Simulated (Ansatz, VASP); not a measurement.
# Two plane-wave programs on V

File INCAR:

```
  PREC = Accurate
  ENCUT = 520
  EDIFF = 1E-7
  ISMEAR = -1
  SIGMA = 0.1
  LREAL = False
  LASPH = True
  NELM = 80
  ALGO = Normal
  ISIF = 2
  LWAVE = False
  LCHARG = True
  GGA = B5
  ALDAX = 1.0
  AGGAX = 1.0
  AGGAC = 1.0
  ALDAC = 0.0
  LELF = True
  LVHAR = True
  NBANDS = 20
```

KPOINTS

```
regular mesh
0
Gamma
  17 17 17
```

File POSCAR:

```
V
1.0
    0.0000000000      2.7757808179      2.7757808179
    2.7757808179      0.0000000000      2.7757808179
    2.7757808179      2.7757808179      0.0000000000
V
2
Direct
    0.1250000000      0.1250000000      0.1250000000
    0.8750000000      0.8750000000      0.8750000000
```

Input for Ansatz:

```yaml
crystal:
  lattice:
    - [0.0, 2.7757808179, 2.7757808179]
    - [2.7757808179, 0.0, 2.7757808179]
    - [2.7757808179, 2.7757808179, 0.0]
  atoms:
    - { symbol: V, position: [0.125, 0.125, 0.125] }
    - { symbol: V, position: [0.875, 0.875, 0.875] }
hamiltonian:
  xc: blyp
  pseudopotentials:
    kind: paw
    azcp:
      V: "pseudopotentials/V.paw.azcp"
basis:
  ecutwfc: 420
  fft_grid_basis: typed
kpoints:
  mp_grid: { grid: [17, 17, 17], shift: [0, 0, 0] }
magnetization:
  spin_polarized: false
scf:
  occupations: { method: fermi_dirac, width: 0.1 }
output:
  stress: true
```

Alike in both runs: task single point; functional BLYP; k mesh 17 × 17 × 17; occupations fermi-dirac, width 0.1 eV; no spin polarisation.

```csv
,VASP,Ansatz
version,VASP 6.6.1,Ansatz 0.2.0
potentials or method,"VASP PAW PBE potentials, release 64 (V_sv), cutoff 520 eV","plane waves (420 eV) with PAW, scalar-relativistic"
valence electrons in the cell,26,26
```

```csv
,VASP,Ansatz,Ansatz less VASP
pressure (GPa),-3.4,-3.5,-0.11
```

VASP's potentials were made for PBE, not for BLYP. With one functional, cell and mesh, what is left measures potentials, basis and numerics.
